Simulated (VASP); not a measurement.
# RbBr (Fm-3m) in VASP: notebook, part 3 of 3

VASP 6.6.1. The steps go on from the part before.

**5. Relaxation of cell and atoms, PBEsol, target pressure 1 GPa, at which the enthalpy is minimised**

This run uses another cell than the first one, of 40.08 Å³/atom.

INCAR

```
PREC = Accurate
ENCUT = 500
EDIFF = 1E-7
ISMEAR = 0
SIGMA = 0.01
LREAL = False
LASPH = True
NELM = 120
ALGO = Normal
ISIF = 3
LWAVE = False
LCHARG = False
GGA = PS
IBRION = 2
NSW = 80
EDIFFG = -0.001
PSTRESS = 10.0
GGA_COMPAT = False
NELMIN = 4
```

KPOINTS

```
Automatic mesh
0
Gamma
  6 6 6
```

POSCAR

```
RbBr
1.0
    0.0000000000      3.4222214040      3.4222214040
    3.4222214040      0.0000000000      3.4222214040
    3.4222214040      3.4222214040      0.0000000000
Rb Br
1 1
Direct
    0.0000000000      0.0000000000      0.0000000000
    0.5000000000      0.5000000000      0.5000000000
```

Potentials or basis: VASP PAW PBE potentials, release 64 (Rb_sv, Br).

On the command line:

```sh
> cat potpaw_PBE.64/Rb_sv/POTCAR potpaw_PBE.64/Br/POTCAR > POTCAR
> mpirun -np 1 vasp_std > vasp.out
```

OUTCAR:

```text
PREC = Accurate
   ENCUT = 500
   EDIFF = 1E-7
   ISMEAR = 0
   LREAL = False
   LASPH = True
   NELM = 120
   ISIF = 3
   GGA = PS
   IBRION = 2
   NSW = 80
   EDIFFG = -0.001
   PSTRESS = 10.0
   NELMIN = 4

 ion  position               nearest neighbor table
   1  0.000  0.000  0.000-   2 3.42   2 3.42   2 3.42   2 3.42   2 3.42   2 3.42
   2  0.500  0.500  0.500-   1 3.42   1 3.42   1 3.42   1 3.42   1 3.42   1 3.42

  LATTYP: Found a face centered cubic cell.
 ALAT       =     6.8444428080

  Lattice vectors:

 A1 = (   0.0000000000,   3.4222214040,   3.4222214040)
[... 173 lines left out ...]
  FORCE on cell =-STRESS in cart. coord.  units (eV):
  Direction    XX          YY          ZZ          XY          YZ          ZX
  --------------------------------------------------------------------------------------
  -------------------------------------------------------------------------------------
  Total        0.0154054      0.0154054      0.0154054      0.0000000      0.0000000     -0.0000000
  in kB        0.3079134      0.3079134      0.3079134      0.0000000      0.0000000     -0.0000000
  external PRESSURE =      -9.6920866 kB  Pullay stress =      10.0000000 kB
[... 139 lines left out ...]
--------------------------------------- Ionic step        5  -------------------------------------------

 number of electron      16.0000002 magnetization

 Free energy of the ion-electron system (eV)
  ---------------------------------------------------
  ext. energy  EPLUGINS =         0.00000000
  ---------------------------------------------------
  free energy    TOTEN  =        -6.34133754 eV

  energy without entropy =       -6.34133754  energy(sigma->0) =       -6.34133754

 E-fermi :  -1.4897     XC(G=0):  -7.6716

 val. band max:       -1.5972476440   @ k =   0.0000   0.0000   0.0000
 cond. band min:       2.7630616062   @ k =   0.0000   0.0000   0.0000
 fundamental gap:      4.3603092502
 Fermi energy:        -1.4896811965

 k-point     1 :       0.0000    0.0000    0.0000
  band No.  band energies     occupation
      1     -25.8272      2.00000
      2     -13.8593      2.00000
      3      -9.9213      2.00000
      4      -9.9213      2.00000
      5      -9.9213      2.00000
      6      -1.5972      2.00000
      7      -1.5972      2.00000
      8      -1.5972      2.00000
      9       2.7631      0.00000
     10       5.6008      0.00000
     11       5.6008      0.00000
     12       5.6008      0.00000
[... 256 lines left out ...]
  energy  without entropy=       -6.3413375390  energy(sigma->0) =       -6.34133754

  enthalpy is  TOTEN    =        -5.8696558011 eV   P V=        0.4716817380

 reached required accuracy - stopping structural energy minimisation
```

OSZICAR:

```text
N       E                     dE             d eps       ncg     rms          rms(c)
DAV:   1     0.877160158005E+02    0.87716E+02   -0.66817E+03   384   0.111E+03
DAV:   2    -0.313403129153E+00   -0.88029E+02   -0.82804E+02   536   0.188E+02
DAV:   3    -0.638795571308E+01   -0.60746E+01   -0.60483E+01   484   0.547E+01
[... 45 lines left out ...]
DAV:   2    -0.634133911068E+01    0.50418E-05   -0.10267E-05   464   0.225E-02    0.553E-03
DAV:   3    -0.634133780241E+01    0.13083E-05   -0.45336E-06   548   0.135E-02    0.180E-03
DAV:   4    -0.634133767302E+01    0.12939E-06   -0.13194E-07   392   0.215E-03    0.954E-04
DAV:   5    -0.634133757021E+01    0.10281E-06   -0.25964E-08   212   0.121E-03    0.387E-04
DAV:   6    -0.634133753905E+01    0.31162E-07   -0.91648E-09   204   0.692E-04
   5 F= -.58696558E+01 E0= -.58696558E+01  d E =-.603683E-06
```

CONTCAR:

```text
RbBr
   1.00000000000000
    -0.0000000000000000    3.3556491711861560    3.3556491711861560
     3.3556491711861560    0.0000000000000000    3.3556491711861560
     3.3556491711861560    3.3556491711861560    0.0000000000000000
  Rb              Br
     1     1
Direct
     0.0000000000000000    1.0000000000000000    0.0000000000000000
     0.5000000000000000    0.5000000000000000    0.5000000000000000

  0.00000000E+00  0.00000000E+00  0.00000000E+00
  0.00000000E+00  0.00000000E+00  0.00000000E+00
```

Wall time 1.7 min (1 thread of Intel Xeon 8259CL, shared host); peak memory 0.22 GiB.

What came out:

* Free energy: -6.3413 eV
* Relaxed volume: 37.79 Å³/atom
* Relaxed cell: a = 4.746 Å, b = 4.746 Å, c = 4.746 Å, α = 60.00°, β = 60.00°, γ = 60.00°
* Space group after relaxing (to 0.1 Å): Fm-3m (No. 225)
* Energy change on relaxing (the run minimises the enthalpy): +7.0 meV/atom
* Ionic steps: 5
* Pressure after relaxing: 1.0 GPa
* Band gap on the k mesh: 4.36 eV

Step by step:
| step | energy change (eV) | largest force (eV/Å) | pressure (GPa) | volume (Å³) |
| --- | --- | --- | --- | --- |
| 1 | 0.0000 | 0.0000 | 0.03 | 80.16 |
| 2 | 0.0051 | 0.0000 | 0.58 | 77.38 |
| 3 | 0.0136 | 0.0000 | 0.98 | 75.64 |
| 4 | 0.0141 | 0.0000 | 1.01 | 75.55 |
| 5 | 0.0140 | 0.0000 | 1.00 | 75.57 |

Final structure:
```xyz
2
Lattice="0.0000 3.3556 3.3556 3.3556 0.0000 3.3556 3.3556 3.3556 0.0000" Properties=species:S:1:pos:R:3 pbc="T T T"
Rb    3.3556    0.0000    3.3556
Br    3.3556    3.3556    3.3556
```

Levels at points of the mesh, in eV from the valence-band top:
| k point | band 5 | band 6 | band 7 | band 8 | band 9 | band 10 | band 11 | band 12 |
| --- | --- | --- | --- | --- | --- | --- | --- | --- |
| (0.00, 0.00, 0.00) | -8.32 | 0.00 | 0.00 | 0.00 | 4.36 | 7.20 | 7.20 | 7.20 |
| (0.50, 0.00, 0.00) | -8.26 | -1.14 | -0.43 | -0.43 | 6.82 | 7.82 | 9.61 | 9.61 |
| (0.50, 0.50, 0.00) | -8.42 | -0.50 | -0.16 | -0.16 | 5.41 | 7.25 | 9.26 | 9.37 |

Caveat: the cell is relaxed towards a set pressure, so the run minimises the enthalpy, not the energy; the PAW data sets were made with another functional, which shifts forces and pressure a little.

**6. Single point, PBEsol**

This run uses another cell than the first one, of 21.81 Å³/atom.

INCAR

```
SYSTEM = RbBr
PREC = Accurate
ENCUT = 520
EDIFF = 1E-7
ISMEAR = 0
SIGMA = 0.01
LREAL = .False.
LASPH = .True.
NELM = 60
ALGO = Normal
ISIF = 2
LWAVE = .False.
LCHARG = .False.
GGA = PS
NBANDS = 15
```

KPOINTS

```
regular mesh
0
Gamma
  6 6 6
  0 0 0
```

POSCAR

```
RbBr
1.0
    0.0000000000      2.7940500064      2.7940500064
    2.7940500064      0.0000000000      2.7940500064
    2.7940500064      2.7940500064      0.0000000000
Rb Br
1 1
Direct
    0.0000000000      0.0000000000      0.0000000000
    0.5000000000      0.5000000000      0.5000000000
```

Potentials or basis: VASP PAW PBE potentials, release 64 (Rb_sv, Br).

On the command line:

```sh
> cat potpaw_PBE.64/Rb_sv/POTCAR potpaw_PBE.64/Br/POTCAR > POTCAR
> mpirun -np 1 vasp_std > vasp.out
```

It took 30 s on 1 thread of Intel Xeon 8259CL, shared host; peak memory 0.17 GiB.

It converged, with:

```
Free energy            : -3.8259 eV
Pressure               : 40.6 GPa
Band gap on the k mesh : 3.45 eV
```

Levels at points of the mesh, in eV from the valence-band top:
```
           k point  band 6  band 7  band 8  band 9  band 10  band 11
(0.00, 0.00, 0.00)   -0.15   -0.15   -0.15    6.19     6.20     6.20
(0.50, 0.00, 0.00)   -2.87   -1.75   -1.75    7.73     9.09    10.62
(0.50, 0.50, 0.00)   -0.03    0.00    0.00    3.45     9.60     9.73
```

Caveat: the cell stands under pressure; the PAW data sets were made with another functional, which shifts forces and pressure a little. A k mesh can miss the band edges.

**7. The runs side by side**

```csv
task,level,cell,cutoff (eV),gap on the mesh (eV),pressure (GPa)
single point,PBEsol+D3(BJ),"a = 4.750 Å, angles 60.0°, 2 atoms",500,4.35,0.0
single point,PBEsol,"a = 4.742 Å, angles 60.0°, 2 atoms",500,4.37,1.0
single point,PBEsol+D3(BJ),"a = 4.844 Å, angles 60.0°, 2 atoms",500,4.22,-0.9
relaxation of cell and atoms,PBEsol,"relaxed to 1 GPa from a = 4.840 Å, angles 60.0°, 2 atoms",500,4.36,1.0
single point,PBEsol,"a = 3.951 Å, angles 60.0°, 2 atoms",520,3.45,40.6
```

Alike in all rows: potentials or basis VASP PAW PBE potentials, release 64 (Rb_sv, Br); no spin polarisation; k mesh 6 × 6 × 6; smearing gaussian 0.01 eV.

Caveats: the PAW data sets were made with another functional, which shifts forces and pressure a little; three body term missing (at least some runs); the cell is relaxed towards a set pressure, so the run minimises the enthalpy, not the energy (at least some runs); the cell stands under pressure (at least some runs).

Absolute energies hang on the potentials; compare differences alone.
